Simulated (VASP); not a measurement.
Here is a VASP 6.6.1 calculation.

INCAR

```
PREC = Accurate ; ENCUT = 520
EDIFF = 1E-7 ; ISMEAR = 0
SIGMA = 0.1 ; LREAL = False
LASPH = True ; NELM = 100
ALGO = Normal ; ISIF = 2
LWAVE = False ; LCHARG = False
GGA = PE ; NBANDS = 23
```

Contents of KPOINTS:

```
Automatic mesh
0
Gamma
  6 6 6
```

POSCAR

```
NaCdIn
1.0
    5.3887467500      0.0000000000      0.0000000000
   -2.6943733800      4.6667915800      0.0000000000
    0.0000000000      0.0000000000      3.3033017600
Na Cd In
1 1 1
Direct
    0.0000000000      0.0000000000      0.0000000000
    0.6666666700      0.3333333300      0.5000000000
    0.3333333300      0.6666666700      0.5000000000
```

Potentials or basis: VASP PAW PBE potentials, release 64 (Na_pv, Cd, In_d).

Run with:

```sh
$ cat potpaw_PBE.64/Na_pv/POTCAR potpaw_PBE.64/Cd/POTCAR potpaw_PBE.64/In_d/POTCAR > POTCAR
$ mpirun -np 1 vasp_std > vasp.out
```

Task: What does it give for the pressure?

Result: -1.5 GPa.

Task: Estimate the band gap on the k mesh.

Result: Zero (bands 16 and 17 overlap by 2.52 eV).

Stress tensor (GPa, compression positive):
```
-1.90  0.00  0.00
 0.00 -1.90  0.00
 0.00  0.00 -0.64
```

Caveat: spin-orbit coupling is left out, which moves the levels of the heavy elements.
